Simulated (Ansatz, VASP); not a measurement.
Given: the input of a run of Ansatz 0.2.0 on Mg6CuSi.

The input input.yaml:

```yaml
crystal:
  lattice:
    - [4.851185, 0.0, 0.0]
    - [0.0, 3.095162, 5.173203]
    - [0.0, -3.095162, 5.173203]
  atoms:
    - { symbol: Cu, position: [0.492606, 0.838775, 0.830881] }
    - { symbol: Si, position: [0.502893, 0.336122, 0.329171] }
    - { symbol: Mg, position: [0.003648, 0.160896, 0.168327] }
    - { symbol: Mg, position: [-0.002649, 0.674715, 0.667383] }
    - { symbol: Mg, position: [-0.004843, 0.670529, 0.154839] }
    - { symbol: Mg, position: [-0.000648, 0.157097, 0.669333] }
    - { symbol: Mg, position: [0.498674, 0.833845, 0.335386] }
    - { symbol: Mg, position: [0.51461, 0.331707, 0.841694] }
hamiltonian:
  xc: pbe
  pseudopotentials: { kind: paw }
kpoints:
  mp_grid: { grid: [6, 5, 5] }
scf:
  occupations: { method: fermi_dirac, width: 0.05 }
output:
  forces: true
  stress: true
  eigenvalues: true
```

Potentials or basis: Ansatz PAW.

The run is started by

```bash
$ ansatz run input.yaml --threads 4 --pin off --max-ram 10240MiB --backend cpu --events-out ev --progress --plain --runs-dir out
```

Translate it to VASP 6.6.1. Potentials there: VASP PAW PBE potentials, release 64 (Cu, Si, Mg).

As run (the cutoff follows the program's own potentials):

Contents of INCAR:

```
SYSTEM = Mg6CuSi
PREC = Accurate ; ENCUT = 520
EDIFF = 1E-6 ; ISMEAR = -1
SIGMA = 0.05 ; LREAL = .False.
LASPH = .True. ; NELM = 60
ALGO = Fast ; ISIF = 2
LWAVE = .False. ; LCHARG = .False.
GGA = PE ; NBANDS = 24
```

File KPOINTS:

```
Automatic mesh
0
Gamma
  6 5 5
  0 0 0
```

Contents of POSCAR:

```
Mg6CuSi
1.0
    4.8511850000      0.0000000000      0.0000000000
    0.0000000000      3.0951620000      5.1732030000
    0.0000000000     -3.0951620000      5.1732030000
Cu Si Mg
1 1 6
Direct
    0.4926060000      0.8387750000      0.8308810000
    0.5028930000      0.3361220000      0.3291710000
    0.0036480000      0.1608960000      0.1683270000
   -0.0026490000      0.6747150000      0.6673830000
   -0.0048430000      0.6705290000      0.1548390000
   -0.0006480000      0.1570970000      0.6693330000
    0.4986740000      0.8338450000      0.3353860000
    0.5146100000      0.3317070000      0.8416940000
```

Potentials or basis: VASP PAW PBE potentials, release 64 (Cu, Si, Mg).

Command:

```bash
$ cat potpaw_PBE.64/Cu/POTCAR potpaw_PBE.64/Si/POTCAR potpaw_PBE.64/Mg/POTCAR > POTCAR
$ mpirun -np 1 vasp_std > vasp.out
```

Both were run:

|  | VASP | Ansatz | Ansatz less VASP |
| --- | --- | --- | --- |
| gap on the k mesh at the Fermi level (eV) | none | none | - |
| pressure (GPa) | 0.0 | 0.1 | +0.08 |
| traceless stress, the component that is largest in VASP (GPa) | -0.89 | -0.89 | 0.000 |
| rms of the force components (eV/Å) | 0.121 | 0.121 | -0.0004 |

Atom by atom the forces differ by 0.003 eV/Å (rms over components). A gap of «none» marks a metal or a gap that the smearing closes. VASP's potentials hold 27 valence electrons a cell and Ansatz's 83, so a difference there can come from the potentials and not from the codes.
